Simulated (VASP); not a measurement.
# RbBr (Fm-3m) in VASP: further runs

Runs on RbBr. Level: r2SCAN. Tasks: single point, relaxation of cell and atoms.

Everything below comes from runs of VASP 6.6.1. Logs are shortened: lines on timing, memory, paths and dates and some standing lists are left out, and cuts for length are marked.

**1. The cell of the first run**

The structure is cubic, space group Fm-3m (No. 225). Conventional cell: a = 6.923 Å, b = 6.923 Å, c = 6.923 Å, α = 90.00°, β = 90.00°, γ = 90.00°. Rb (site symmetry m-3m) has 6 Br at 3.46 Å within 4.6 Å. Within 4.6 Å of Br (site symmetry m-3m) lie 6 Rb at 3.46 Å.

**2. Single point, r2SCAN**

POSCAR

```
RbBr
1.0
    0.0000000000      3.4617342279      3.4617342279
    3.4617342279      0.0000000000      3.4617342279
    3.4617342279      3.4617342279      0.0000000000
Rb Br
1 1
Direct
    0.0000000000      0.0000000000      0.0000000000
    0.5000000000      0.5000000000      0.5000000000
```

INCAR.step1

```
SYSTEM = RbBr
PREC = Accurate
ENCUT = 520
ISMEAR = 0
SIGMA = 0.01
LREAL = .False.
LASPH = .True.
NELM = 60
NBANDS = 15
GGA = PE
ALGO = Normal
EDIFF = 1E-4
LWAVE = .True.
LCHARG = .False.
```

INCAR.step2

```
SYSTEM = RbBr
PREC = Accurate
ENCUT = 520
EDIFF = 1E-7
ISMEAR = 0
SIGMA = 0.01
LREAL = .False.
LASPH = .True.
NELM = 60
ALGO = Normal
ISIF = 2
LWAVE = .False.
LCHARG = .True.
METAGGA = R2SCAN
LMIXTAU = .True.
LELF = .True.
LVHAR = .True.
NBANDS = 15
ISTART = 1
```

KPOINTS

```
Automatic mesh
0
Gamma
  6 6 6
  0 0 0
```

Potentials or basis: VASP PAW PBE potentials, release 64 (Rb_sv, Br).

Launch:

```bash
$ cat potpaw_PBE.64/Rb_sv/POTCAR potpaw_PBE.64/Br/POTCAR > POTCAR
$ cp INCAR.step1 INCAR
$ mpirun -np 1 vasp_std > vasp.out
$ cp INCAR.step2 INCAR
$ mpirun -np 1 vasp_std > vasp.out
```

OUTCAR:

```text
SYSTEM = RbBr
   PREC = Accurate
   ENCUT = 520
   EDIFF = 1E-7
   ISMEAR = 0
   LREAL = .False.
   LASPH = .True.
   NELM = 60
   ISIF = 2
   METAGGA = R2SCAN
   ISTART = 1

 ion  position               nearest neighbor table
   1  0.000  0.000  0.000-   2 3.46   2 3.46   2 3.46   2 3.46   2 3.46   2 3.46
   2  0.500  0.500  0.500-   1 3.46   1 3.46   1 3.46   1 3.46   1 3.46   1 3.46

  LATTYP: Found a face centered cubic cell.
 ALAT       =     6.9234684558

  Lattice vectors:

 A1 = (   0.0000000000,   3.4617342279,   3.4617342279)
 A2 = (   3.4617342279,   0.0000000000,   3.4617342279)
 A3 = (   3.4617342279,   3.4617342279,   0.0000000000)

Analysis of symmetry for initial positions (statically):
=====================================================================
 Subroutine PRICEL returns:
 Original cell was already a primitive cell.

 Routine SETGRP: Setting up the symmetry group for a
 face centered cubic supercell.

 Subroutine GETGRP returns: Found 48 space group operations
[... 9 lines left out ...]

 Routine SETGRP: Setting up the symmetry group for a
 face centered cubic supercell.

 Subroutine GETGRP returns: Found 48 space group operations
[... 11 lines left out ...]
                                     Primitive cell

  volume of cell :      82.9681

  direct lattice vectors                    reciprocal lattice vectors
     0.000000000  3.461734228  3.461734228    -0.144436276  0.144436276  0.144436276
     3.461734228  0.000000000  3.461734228     0.144436276 -0.144436276  0.144436276
     3.461734228  3.461734228  0.000000000     0.144436276  0.144436276 -0.144436276

  length of vectors
     4.895631494  4.895631494  4.895631494     0.250170968  0.250170968  0.250170968

  position of ions in fractional coordinates (direct lattice)
     0.000000000  0.000000000  0.000000000
     0.500000000  0.500000000  0.500000000

  ion indices of the primitive-cell ions
   primitive index   ion index
                 1           1
                 2           2

----------------------------------------------------------------------------------------

 KPOINTS: Automatic mesh

Automatic generation of k-mesh.
 Grid dimensions read from file:
 generate k-points for:    6    6    6

 Generating k-lattice:

  Cartesian coordinates                     Fractional coordinates (reciprocal lattice)
    -0.024072713  0.024072713  0.024072713     0.166666667  0.000000000  0.000000000
     0.024072713 -0.024072713  0.024072713     0.000000000  0.166666667  0.000000000
     0.024072713  0.024072713 -0.024072713     0.000000000  0.000000000  0.166666667

  Length of vectors
     0.041695161  0.041695161  0.041695161

  Shift w.r.t. Gamma in fractional coordinates (k-lattice)
     0.000000000  0.000000000  0.000000000

 Subroutine IBZKPT returns following result:
 ===========================================

 Found     16 irreducible k-points:

 Following reciprocal coordinates:
            Coordinates               Weight
  0.000000  0.000000  0.000000      1.000000
  0.166667  0.000000  0.000000      8.000000
  0.333333  0.000000  0.000000      8.000000
  0.500000  0.000000  0.000000      4.000000
  0.166667  0.166667  0.000000      6.000000
  0.333333  0.166667  0.000000     24.000000
[... 8 lines left out ...]
 -0.333333  0.333333  0.166667     24.000000
 -0.333333  0.500000  0.166667     12.000000
   k-points           NKPTS =     16   k-points in BZ     NKDIM =     16   number of bands    NBANDS=     15
   number of dos      NEDOS =    301   number of ions     NIONS =      2
   total plane-waves  NPLWV =  46656
   dimension x,y,z NGX =    36 NGY =   36 NGZ =   36
   dimension x,y,z NGXF=    72 NGYF=   72 NGZF=   72
   ions per type =               1   1
   NGX,Y,Z   is equivalent  to a cutoff of  12.22, 12.22, 12.22 a.u.
   NGXF,Y,Z  is equivalent  to a cutoff of  24.45, 24.45, 24.45 a.u.
 SYSTEM =  RbBr
   PREC   = accura    normal or accurate (medium, high low for compatibility)
   ISTART =      1    job   : 0-new  1-cont  2-samecut
   ICHARG =      0    charge: 1-file 2-atom 10-const
   ISPIN  =      1    spin polarized calculation?
   LNONCOLLINEAR =      F non collinear calculations
   LSORBIT =      F    spin-orbit coupling
   LASPH  =      T    aspherical Exc in radial PAW
   ENCUT  =  520.0 eV  38.22 Ry    6.18 a.u.   9.10  9.10  9.10*2*pi/ulx,y,z
   NELM   =     60;   NELMIN=  2; NELMDL=  0     # of ELM steps
   EDIFF  = 0.1E-06   stopping-criterion for ELM
   LREAL  =      F    real-space projection
   EDIFFG = 0.1E-05   stopping-criterion for IOM
   NSW    =      0    number of steps for IOM
   IBRION =     -1    ionic relax: 0-MD 1-quasi-New 2-CG
   NFREE  =      0    steps in history (QN), initial steepest desc. (CG)
   ISIF   =      2    stress and relaxation
   ISYM   =      2    0-nonsym 1-usesym 2-fastsym
   POTIM  = 0.5000    time-step for ionic-motion
   TEBEG  =    0.0;   TEEND  =   0.0 temperature during run
   PSTRESS=    0.0 pullay stress
   NELECT =      16.0000    total number of electrons
   NUPDOWN=      -1.0000    fix difference up-down
   EMIN   =  10.00;   EMAX   =-10.00  energy-range for DOS
   EFERMI =   0.00;   METHOD = LEGACY
   ISMEAR =     0;   SIGMA  =   0.01  broadening in eV -4-tet -1-fermi 0-gaus
   EFERMI_NEDOS =   21; number of points for ismear=-14 and -15
   IALGO  =     38    algorithm
   IMIX   =      4    mixing-type and parameters
     AMIX     =   0.40;   BMIX     =  1.00
     AMIX_MAG =   1.60;   BMIX_MAG =  1.00
  volume/ion in A,a.u.               =      41.48       279.95
  Fermi-wavevector in a.u.,A,eV,Ry     =   0.945826  1.787351 12.171585  0.894586
  Thomas-Fermi vector in A             =   2.073765
   LORBIT       =      0    0 simple, 1 ext, 2 COOP (PROOUT), +10 PAW based schemes
   METAGGA = R2SCAN    functional components
   LHFCALC =     F    Hartree Fock is set to
   AEXX    =    0.0000 exact exchange contribution
   IVDW    =     0    specifies the selected vdW correction
   LEPSILON=     F    determine dielectric tensor
   LRPA    =     F    only Hartree local field effects (RPA)
 non-spin polarized calculation
 Gauss-broadening in eV      SIGMA  =   0.01
  energy-cutoff  :      520.00
  volume of cell :       82.97
 maximum number of plane-waves:      2252
   NGX = 19   NGY = 19   NGZ = 19

 number of electron      15.9999997 magnetization

 Free energy of the ion-electron system (eV)
  ---------------------------------------------------
  ext. energy  EPLUGINS =         0.00000000
  ---------------------------------------------------
  free energy    TOTEN  =       -31.15568562 eV

  energy without entropy =      -31.15568562  energy(sigma->0) =      -31.15568562

 E-fermi :  -2.1688     XC(G=0):  -7.5018

 val. band max:       -2.2695622506   @ k =   0.0000   0.0000   0.0000
 cond. band min:       2.6212147782   @ k =   0.0000   0.0000   0.0000
 fundamental gap:      4.8907770288
 Fermi energy:        -2.1687904634

 k-point     1 :       0.0000    0.0000    0.0000
  band No.  band energies     occupation
      1     -27.4897      2.00000
      2     -14.8529      2.00000
      3     -11.0165      2.00000
      4     -11.0165      2.00000
      5     -11.0165      2.00000
      6      -2.2696      2.00000
      7      -2.2696      2.00000
      8      -2.2696      2.00000
      9       2.6212      0.00000
     10       5.6046      0.00000
     11       5.6046      0.00000
     12       5.6046      0.00000
     13       6.6523      0.00000
     14       6.6523      0.00000
     15       8.9934      0.00000

 k-point     2 :       0.1667    0.0000    0.0000
  band No.  band energies     occupation
      1     -27.4876      2.00000
      2     -14.8618      2.00000
      3     -11.0181      2.00000
      4     -11.0181      2.00000
      5     -11.0052      2.00000
      6      -2.5453      2.00000
      7      -2.3547      2.00000
      8      -2.3547      2.00000
      9       3.2338      0.00000
     10       5.4125      0.00000
     11       5.9365      0.00000
     12       5.9365      0.00000
     13       7.0493      0.00000
     14       7.0493      0.00000
     15      10.0480      0.00000

 k-point     3 :       0.3333    0.0000    0.0000
  band No.  band energies     occupation
      1     -27.4835      2.00000
      2     -14.8794      2.00000
      3     -11.0211      2.00000
      4     -11.0211      2.00000
      5     -10.9828      2.00000
      6      -2.9964      2.00000
      7      -2.5156      2.00000
      8      -2.5156      2.00000
      9       4.4318      0.00000
     10       5.5065      0.00000
     11       6.8627      0.00000
     12       6.8627      0.00000
     13       8.0377      0.00000
     14       8.0377      0.00000
     15       9.9977      0.00000

 k-point     4 :       0.5000    0.0000    0.0000
  band No.  band energies     occupation
      1     -27.4814      2.00000
      2     -14.8881      2.00000
      3     -11.0226      2.00000
      4     -11.0226      2.00000
      5     -10.9716      2.00000
      6      -3.1896      2.00000
      7      -2.5918      2.00000
      8      -2.5918      2.00000
      9       4.9439      0.00000
     10       5.9017      0.00000
     11       7.8634      0.00000
     12       7.8634      0.00000
     13       8.4900      0.00000
     14       8.4900      0.00000
     15       9.3920      0.00000
[... 163 lines left out ...]
 k-point    14 :       0.5000    0.3333    0.1667
  band No.  band energies     occupation
      1     -27.4809      2.00000
      2     -14.8486      2.00000
      3     -11.0860      2.00000
      4     -11.0642      2.00000
      5     -11.0095      2.00000
      6      -2.9094      2.00000
      7      -2.5607      2.00000
      8      -2.4916      2.00000
      9       4.7583      0.00000
     10       5.1199      0.00000
     11       7.1895      0.00000
     12       7.8022      0.00000
     13       7.9697      0.00000
     14       8.3639      0.00000
     15       9.3924      0.00000

 k-point    15 :      -0.3333    0.3333    0.1667
  band No.  band energies     occupation
      1     -27.4796      2.00000
      2     -14.8419      2.00000
      3     -11.1024      2.00000
      4     -11.0948      2.00000
      5     -10.9991      2.00000
      6      -2.8703      2.00000
      7      -2.6083      2.00000
      8      -2.5781      2.00000
      9       5.2112      0.00000
     10       5.4353      0.00000
     11       7.0168      0.00000
     12       7.2037      0.00000
     13       8.5797      0.00000
     14       9.3447      0.00000
     15       9.4512      0.00000

 k-point    16 :      -0.3333    0.5000    0.1667
  band No.  band energies     occupation
      1     -27.4790      2.00000
      2     -14.8200      2.00000
      3     -11.1526      2.00000
      4     -11.1041      2.00000
      5     -11.0193      2.00000
      6      -2.6832      2.00000
      7      -2.6503      2.00000
      8      -2.5292      2.00000
      9       4.5133      0.00000
     10       6.1530      0.00000
     11       6.3056      0.00000
     12       7.4154      0.00000
     13       8.4856      0.00000
     14       9.2542      0.00000
     15       9.6636      0.00000

------------------------ aborting loop because EDIFF is reached ----------------------------------------

  FORCE on cell =-STRESS in cart. coord.  units (eV):
  Direction    XX          YY          ZZ          XY          YZ          ZX
  --------------------------------------------------------------------------------------
  -------------------------------------------------------------------------------------
  Total        0.0175446      0.0175446      0.0175446      0.0000000      0.0000000      0.0000000
  in kB        0.3388001      0.3388001      0.3388001      0.0000000      0.0000000      0.0000000
  external PRESSURE =       0.3388001 kB  Pullay stress =       0.0000000 kB

 VOLUME and BASIS-vectors are now :
 -----------------------------------------------------------------------------
  energy-cutoff  :      520.00
  volume of cell :       82.97
      direct lattice vectors                 reciprocal lattice vectors
     0.000000000  3.461734228  3.461734228    -0.144436276  0.144436276  0.144436276
     3.461734228  0.000000000  3.461734228     0.144436276 -0.144436276  0.144436276
     3.461734228  3.461734228  0.000000000     0.144436276  0.144436276 -0.144436276

 POSITION                                       TOTAL-FORCE (eV/Angst)
 -----------------------------------------------------------------------------------
      0.00000      0.00000      0.00000         0.000000     -0.000000     -0.000000
      3.46173      3.46173      3.46173        -0.000000      0.000000      0.000000
 -----------------------------------------------------------------------------------
    total drift:                                0.000000      0.000000      0.000000

  FREE ENERGIE OF THE ION-ELECTRON SYSTEM (eV)
  ---------------------------------------------------
  free  energy   TOTEN  =       -31.1556856203 eV

  energy  without entropy=      -31.1556856203  energy(sigma->0) =      -31.15568562
```

It took 2.8 min on 1 thread of Oxide Virtual Turin-like, shared host; peak memory 0.18 GiB.

What came out:

- Free energy: -31.1557 eV
- Pressure: 0.0 GPa
- Band gap on the k mesh: 4.89 eV, direct

Caveat: the PAW data sets were made with another functional, which shifts forces and pressure a little.

**3. Single point, r2SCAN**

POSCAR is that of step 2.

INCAR.step1

```
SYSTEM = RbBr
PREC = Accurate ; ENCUT = 520
ISMEAR = -1 ; SIGMA = 0.08
LREAL = .False. ; LASPH = .True.
NELM = 60 ; NBANDS = 15
GGA = PE ; ALGO = Normal
EDIFF = 1E-4 ; LWAVE = .True.
LCHARG = .False.
```

INCAR.step2

```
SYSTEM = RbBr
PREC = Accurate ; ENCUT = 520
EDIFF = 1E-7 ; ISMEAR = -1
SIGMA = 0.08 ; LREAL = .False.
LASPH = .True. ; NELM = 60
ALGO = Normal ; ISIF = 2
LWAVE = .False. ; LCHARG = .False.
METAGGA = R2SCAN ; LMIXTAU = .True.
NBANDS = 15 ; ISTART = 1
```

KPOINTS

```
regular mesh
0
Gamma
  10 10 10
  0 0 0
```

Potentials or basis: VASP PAW PBE potentials, release 64 (Rb_sv, Br).

Launch:

```bash
$ cat potpaw_PBE.64/Rb_sv/POTCAR potpaw_PBE.64/Br/POTCAR > POTCAR
$ cp INCAR.step1 INCAR
$ mpirun -np 1 vasp_std > vasp.out
$ cp INCAR.step2 INCAR
$ mpirun -np 1 vasp_std > vasp.out
```

It took 6.4 min on 1 thread of Oxide Virtual Turin-like, shared host; peak memory 0.21 GiB.

The run converged. Its results:

```yaml
Free_energy: -31.1557 eV
Pressure: 0.0 GPa
Band_gap_on_the_k_mesh: 4.89 eV, direct
```

Levels at points of the mesh, in eV from the valence-band top:
```tsv
k point	band 5	band 6	band 7	band 8	band 9	band 10	band 11	band 12
(0.00, 0.00, 0.00)	-8.75	0.00	0.00	0.00	4.89	7.87	7.87	7.87
(0.50, 0.00, 0.00)	-8.70	-0.92	-0.32	-0.32	7.21	8.17	10.13	10.13
(0.50, 0.50, 0.00)	-8.81	-0.47	-0.16	-0.16	6.09	7.83	9.56	9.99
```

Caveat: the PAW data sets were made with another functional, which shifts forces and pressure a little.

[end of part 1 of 2]
